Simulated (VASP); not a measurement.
A run of VASP 6.6.1 is set up as follows.

File INCAR:

```
  ALGO = Normal
  DIPOL = 0.5 0.5 0.289
  EDIFF = 1E-6
  ENCUT = 400
  GGA = PE
  GGA_COMPAT = F
  IDIPOL = 3
  ISIF = 2
  ISMEAR = 0
  IVDW = 12
  LASPH = T
  LCHARG = F
  LDIPOL = T
  LREAL = F
  LWAVE = F
  NBANDS = 12
  NELM = 120
  NELMDL = -8
  PREC = Accurate
  SIGMA = 0.03
```

The input KPOINTS:

```
k-points
0
Gamma
  12 12 1
```

The input POSCAR:

```
As
1.0
    3.5708955102      0.0000000000      0.0000000000
   -1.7854477551      3.0924862261      0.0000000000
    0.0000000000      0.0000000000     26.6000000028
As
2
Direct
    0.3333333333      0.6666666667      0.2631908322
    0.6666666667      0.3333333333      0.3157565362
```

Potentials or basis: VASP PAW PBE potentials, release 64 (As).

The run is started by

```console
$ cat potpaw_PBE.64/As/POTCAR > POTCAR
$ mpirun -np 1 vasp_std > vasp.out
```

**Question.** What does it give for the largest force?

**Answer.** 0.090 eV/Å.

**Question.** Estimate the band gap on the k mesh.

**Answer.** 1.55 eV, indirect (least direct gap 2.04 eV).

**Question.** Estimate the dispersion energy per atom.

**Answer.** -0.212 eV.

Forces on the atoms (eV/Å):
```
As   0.000  0.000 -0.090
As   0.000  0.000  0.090
```
